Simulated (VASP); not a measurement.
# BN (I-4m2) in VASP: single point with HSE06

Aim: the single point of BN with HSE06.

Everything below comes from runs of VASP 6.6.1. Logs are shortened: lines on timing, memory, paths and dates and some standing lists are left out, and cuts for length are marked.

### 1 The cell of the first run

It takes space group I-4m2 (No. 119, tetragonal). The conventional cell has a = 2.552 Å, b = 2.552 Å, c = 3.700 Å, α = 90.00°, β = 90.00°, γ = 90.00°. B (site symmetry -4m2) has 4 N at 1.58 Å within 2.1 Å. Within 2.1 Å of N (site symmetry -4m2) lie 4 B at 1.58 Å.

### 2 Single point, HSE06 (uniaxial z strain +2.5%)

File POSCAR:

```
BN
1.0
    0.0000000000      1.8048254497      1.8499460859
    1.8048254497      0.0000000000      1.8499460859
    1.8048254497      1.8048254497      0.0000000000
B N
1 1
Direct
    0.0000000000      0.0000000000      0.0000000000
    0.2500000000      0.2500000000      0.2500000000
```

File INCAR.step1:

```
SYSTEM = BN
ALGO = Normal
EDIFF = 1E-5
ENCUT = 520
GGA = PE
ISIF = 2
ISMEAR = 0
LASPH = .TRUE.
LREAL = .FALSE.
LWAVE = .TRUE.
NBANDS = 11
NELM = 60
PREC = Accurate
SIGMA = 0.01
```

File INCAR.step2:

```
SYSTEM = BN
ALGO = Normal
EDIFF = 1E-6
ENCUT = 520
GGA = PE
HFSCREEN = 0.2079
ISIF = 2
ISMEAR = 0
ISTART = 1
LASPH = .TRUE.
LCHARG = .TRUE.
LELF = .TRUE.
LHFCALC = .TRUE.
LREAL = .FALSE.
LVHAR = .TRUE.
LWAVE = .FALSE.
NBANDS = 11
NELM = 60
PREC = Accurate
PRECFOCK = Normal
SIGMA = 0.01
```

File KPOINTS:

```
k-points
0
G
  8 8 8
  0 0 0
```

Potentials or basis: VASP PAW PBE potentials, release 64 (B, N).

The run is started by

```bash
$ cat potpaw_PBE.64/B/POTCAR potpaw_PBE.64/N/POTCAR > POTCAR
$ cp INCAR.step1 INCAR
$ mpirun -np 1 vasp_std > vasp.out
$ cp INCAR.step2 INCAR
$ mpirun -np 1 vasp_std > vasp.out
```

OUTCAR:

```text
SYSTEM = BN
   EDIFF = 1E-6
   ENCUT = 520
   GGA = PE
   HFSCREEN = 0.2079
   ISIF = 2
   ISMEAR = 0
   ISTART = 1
   LASPH = .TRUE.
   LHFCALC = .TRUE.
   LREAL = .FALSE.
   NELM = 60
   PREC = Accurate
   PRECFOCK = Normal

 ion  position               nearest neighbor table
   1  0.000  0.000  0.000-   2 1.58   2 1.58   2 1.58   2 1.58
   2  0.250  0.250  0.250-   1 1.58   1 1.58   1 1.58   1 1.58

  LATTYP: Found a body centered tetragonal cell.
 ALAT       =     2.5524086287
 C/A-ratio  =     1.4495689014

  Lattice vectors:

 A1 = (  -1.8048254497,   0.0000000000,   1.8499460859)
 A2 = (   1.8048254497,   0.0000000000,   1.8499460859)
 A3 = (   0.0000000000,   1.8048254497,  -1.8499460859)

Analysis of symmetry for initial positions (statically):
=====================================================================
 Subroutine PRICEL returns:
 Original cell was already a primitive cell.

 Routine SETGRP: Setting up the symmetry group for a
 body centered tetragonal supercell.

 Subroutine GETGRP returns: Found  8 space group operations
 (whereof  8 operations were pure point group operations)
 out of a pool of 16 trial point group operations.

The static configuration has the point symmetry D_2d.

Analysis of symmetry for dynamics (positions and initial velocities):
=====================================================================
 Subroutine PRICEL returns:
 Original cell was already a primitive cell.

 Routine SETGRP: Setting up the symmetry group for a
 body centered tetragonal supercell.

 Subroutine GETGRP returns: Found  8 space group operations
 (whereof  8 operations were pure point group operations)
 out of a pool of 16 trial point group operations.

The dynamic configuration has the point symmetry D_2d.

 Subroutine INISYM returns: Found  8 space group operations
 (whereof  8 operations are pure point group operations),
 and found     1 'primitive' translations

----------------------------------------------------------------------------------------

                                     Primitive cell

  volume of cell :      12.0520

  direct lattice vectors                    reciprocal lattice vectors
     0.000000000  1.804825450  1.849946086    -0.277035101  0.277035101  0.270278147
     1.804825450  0.000000000  1.849946086     0.277035101 -0.277035101  0.270278147
     1.804825450  1.804825450  0.000000000     0.277035101  0.277035101 -0.270278147

  length of vectors
     2.584510674  2.584510674  2.552408629     0.475969716  0.475969716  0.475969716

  position of ions in fractional coordinates (direct lattice)
     0.000000000  0.000000000  0.000000000
     0.250000000  0.250000000  0.250000000

  ion indices of the primitive-cell ions
   primitive index   ion index
                 1           1
                 2           2

----------------------------------------------------------------------------------------

 KPOINTS: k-points

Automatic generation of k-mesh.
 Grid dimensions read from file:
 generate k-points for:    8    8    8

 Generating k-lattice:

  Cartesian coordinates                     Fractional coordinates (reciprocal lattice)
    -0.034629388  0.034629388  0.033784768     0.125000000  0.000000000  0.000000000
     0.034629388 -0.034629388  0.033784768     0.000000000  0.125000000  0.000000000
     0.034629388  0.034629388 -0.033784768     0.000000000  0.000000000  0.125000000

  Length of vectors
     0.059496215  0.059496215  0.059496215

  Shift w.r.t. Gamma in fractional coordinates (k-lattice)
     0.000000000  0.000000000  0.000000000

 Subroutine IBZKPT returns following result:
 ===========================================

 Found     59 irreducible k-points:

 Following reciprocal coordinates:
            Coordinates               Weight
  0.000000  0.000000  0.000000      1.000000
  0.125000  0.000000  0.000000      8.000000
  0.250000  0.000000  0.000000      8.000000
  0.375000  0.000000  0.000000      8.000000
  0.500000  0.000000  0.000000      4.000000
  0.125000  0.125000  0.000000      2.000000
[... 16 lines left out ...]
  0.250000  0.000000  0.125000     16.000000
  0.375000  0.000000  0.125000     16.000000
 [... further k-points ...]
   k-points           NKPTS =     59   k-points in BZ     NKDIM =    512   number of bands    NBANDS=     11
   number of dos      NEDOS =    301   number of ions     NIONS =      2
   total plane-waves  NPLWV =   8000
   dimension x,y,z NGX =    20 NGY =   20 NGZ =   20
   dimension x,y,z NGXF=    40 NGYF=   40 NGZF=   40
   ions per type =               1   1
   NGX,Y,Z   is equivalent  to a cutoff of  12.86, 12.86, 13.03 a.u.
   NGXF,Y,Z  is equivalent  to a cutoff of  25.73, 25.73, 26.05 a.u.
 SYSTEM =  BN
   PREC   = accura    normal or accurate (medium, high low for compatibility)
   ISTART =      1    job   : 0-new  1-cont  2-samecut
   ICHARG =      0    charge: 1-file 2-atom 10-const
   ISPIN  =      1    spin polarized calculation?
   LNONCOLLINEAR =      F non collinear calculations
   LSORBIT =      F    spin-orbit coupling
   LASPH  =      T    aspherical Exc in radial PAW
   ENCUT  =  520.0 eV  38.22 Ry    6.18 a.u.   4.81  4.81  4.75*2*pi/ulx,y,z
   NELM   =     60;   NELMIN=  2; NELMDL=  0     # of ELM steps
   EDIFF  = 0.1E-05   stopping-criterion for ELM
   LREAL  =      F    real-space projection
   EDIFFG = 0.1E-04   stopping-criterion for IOM
   NSW    =      0    number of steps for IOM
   IBRION =     -1    ionic relax: 0-MD 1-quasi-New 2-CG
   NFREE  =      0    steps in history (QN), initial steepest desc. (CG)
   ISIF   =      2    stress and relaxation
   ISYM   =      3    0-nonsym 1-usesym 2-fastsym
   POTIM  = 0.5000    time-step for ionic-motion
   TEBEG  =    0.0;   TEEND  =   0.0 temperature during run
   PSTRESS=    0.0 pullay stress
   NELECT =       8.0000    total number of electrons
   NUPDOWN=      -1.0000    fix difference up-down
   EMIN   =  10.00;   EMAX   =-10.00  energy-range for DOS
   EFERMI =   0.00;   METHOD = LEGACY
   ISMEAR =     0;   SIGMA  =   0.01  broadening in eV -4-tet -1-fermi 0-gaus
   EFERMI_NEDOS =   21; number of points for ismear=-14 and -15
   IALGO  =     38    algorithm
   IMIX   =      1    mixing-type and parameters
     AMIX     =   0.40;   BMIX     =  1.00
     AMIX_MAG =   1.60;   BMIX_MAG =  1.00
  volume/ion in A,a.u.               =       6.03        40.67
  Fermi-wavevector in a.u.,A,eV,Ry     =   1.428077  2.698674 27.747780  2.039404
  Thomas-Fermi vector in A             =   2.548178
   LORBIT       =      0    0 simple, 1 ext, 2 COOP (PROOUT), +10 PAW based schemes
   GGA     = PE    functional components
   LHFCALC =     T    Hartree Fock is set to
   PRECFOCK=normal    Normal, Fast or Accurate (Low or Medium for compatibility)
   ENCUT4O =  -1.0   cutoff for four orbital integrals eV
   NKREDX  =     1    reduce k-point grid by
   NKREDY  =     1    reduce k-point grid by
   NKREDZ  =     1    reduce k-point grid by
   AEXX    =    0.2500 exact exchange contribution
   HFSCREEN=    0.2079 screening length (either q_TF or 0.3 A-1)
   HFSCREENC=   0.2079 screening length for correlation (either q_TF or 0.3 A-1)
   ENCUTFOCK=  -1.0 apply spherical cutoff to Coloumb kernel
   IVDW    =     0    specifies the selected vdW correction
   LEPSILON=     F    determine dielectric tensor
   LRPA    =     F    only Hartree local field effects (RPA)
 non-spin polarized calculation
 Gauss-broadening in eV      SIGMA  =   0.01
  energy-cutoff  :      520.00
  volume of cell :       12.05
 maximum number of plane-waves:       342
  NGX = 16; NGY = 16; NGZ = 16

 number of electron       8.0000000 magnetization

 Free energy of the ion-electron system (eV)
  ---------------------------------------------------
  ext. energy  EPLUGINS =         0.00000000
  ---------------------------------------------------
  free energy    TOTEN  =       -20.30219003 eV

  energy without entropy =      -20.30219003  energy(sigma->0) =      -20.30219003

 E-fermi :   6.5632     XC(G=0): -10.4125

 val. band max:        6.3889164173   @ k =   0.0000   0.0000   0.0000
 cond. band min:      11.9110897850   @ k =   0.5000   0.0000   0.5000
 fundamental gap:      5.5221733678
 Fermi energy:         6.5631857616

 k-point     1 :       0.0000    0.0000    0.0000
  band No.  band energies     occupation
      1     -15.5622      2.00000
      2       6.1336      2.00000
      3       6.3889      2.00000
      4       6.3889      2.00000
      5      16.6969      0.00000
      6      16.6969      0.00000
      7      16.8742      0.00000
      8      18.0806      0.00000
      9      32.6418      0.00000
     10      35.0638      0.00000
     11      35.5248      0.00000

 k-point     2 :       0.1250    0.0000    0.0000
  band No.  band energies     occupation
      1     -15.1604      2.00000
      2       4.3022      2.00000
      3       5.8075      2.00000
      4       6.0135      2.00000
      5      16.9696      0.00000
      6      17.3089      0.00000
      7      17.4620      0.00000
      8      19.4263      0.00000
      9      31.9559      0.00000
     10      32.4082      0.00000
     11      33.0172      0.00000

 k-point     3 :       0.2500    0.0000    0.0000
  band No.  band energies     occupation
      1     -13.9958      2.00000
      2       0.4305      2.00000
      3       4.9671      2.00000
      4       5.2638      2.00000
      5      17.3337      0.00000
      6      18.3708      0.00000
      7      18.4014      0.00000
      8      21.6751      0.00000
      9      31.0746      0.00000
     10      31.6853      0.00000
     11      31.7680      0.00000
[... 267 lines left out ...]
 k-point    23 :       0.2500    0.0000    0.1250
  band No.  band energies     occupation
      1     -14.0989      2.00000
      2       1.7630      2.00000
      3       4.1317      2.00000
      4       4.8315      2.00000
      5      16.0604      0.00000
      6      19.1037      0.00000
      7      19.7830      0.00000
      8      20.7324      0.00000
      9      27.6776      0.00000
     10      34.1515      0.00000
     11      34.7994      0.00000

 k-point    24 :       0.3750    0.0000    0.1250
  band No.  band energies     occupation
      1     -12.5429      2.00000
      2      -1.9380      2.00000
      3       3.5257      2.00000
      4       4.0023      2.00000
      5      16.7183      0.00000
      6      19.4917      0.00000
      7      20.3037      0.00000
      8      21.9549      0.00000
      9      28.7941      0.00000
     10      33.9201      0.00000
     11      35.4268      0.00000

 [... further k-points ...]
[... 5 lines left out ...]
  --------------------------------------------------------------------------------------
  -------------------------------------------------------------------------------------
  Total       -0.5846941     -0.5846941     -1.8014955      0.0000000      0.0000000      0.0000000
  in kB      -77.7284166    -77.7284166   -239.4882955      0.0000000      0.0000000      0.0000000
  external PRESSURE =    -131.6483763 kB  Pullay stress =       0.0000000 kB

 VOLUME and BASIS-vectors are now :
 -----------------------------------------------------------------------------
  energy-cutoff  :      520.00
  volume of cell :       12.05
      direct lattice vectors                 reciprocal lattice vectors
     0.000000000  1.804825450  1.849946086    -0.277035101  0.277035101  0.270278147
     1.804825450  0.000000000  1.849946086     0.277035101 -0.277035101  0.270278147
     1.804825450  1.804825450  0.000000000     0.277035101  0.277035101 -0.270278147

 POSITION                                       TOTAL-FORCE (eV/Angst)
 -----------------------------------------------------------------------------------
      0.00000      0.00000      0.00000        -0.000000     -0.000000      0.000000
      0.90241      0.90241      0.92497         0.000000      0.000000     -0.000000
 -----------------------------------------------------------------------------------
    total drift:                               -0.000000     -0.000000      0.000001

  FREE ENERGIE OF THE ION-ELECTRON SYSTEM (eV)
  ---------------------------------------------------
  free  energy   TOTEN  =       -20.3021900299 eV

  energy  without entropy=      -20.3021900299  energy(sigma->0) =      -20.30219003
```

Wall time 24 min (1 thread of Intel Xeon Platinum 8375C at 2.90GHz (Ice Lake), shared host); peak memory 0.23 GiB.

Results:

- Free energy: -20.3022 eV
- Pressure: -13.2 GPa
- Band gap on the k mesh: 5.52 eV (least direct gap 10.31 eV)

Levels at points of the mesh, in eV from the valence-band top:
```tsv
k point	band 1	band 2	band 3	band 4	band 5	band 6	band 7	band 8
(0.00, 0.00, 0.00)	-21.95	-0.26	0.00	0.00	10.31	10.31	10.49	11.69
(0.50, 0.00, 0.00)	-17.53	-11.52	-2.35	-1.95	11.25	12.38	12.46	17.08
(0.50, 0.50, 0.00)	-16.27	-9.96	-5.06	-5.06	5.95	10.92	19.99	19.99
(0.50, 0.00, 0.50)	-15.98	-9.59	-5.41	-5.39	5.52	10.33	19.84	20.23
```

Caveat: the cell differs from its parent crystal (uniaxial z strain +2.5%); the stress differs along the axes, from -24 to -8 GPa; the PAW data sets were made with another functional, which shifts forces and pressure a little. A k mesh can miss the band edges.
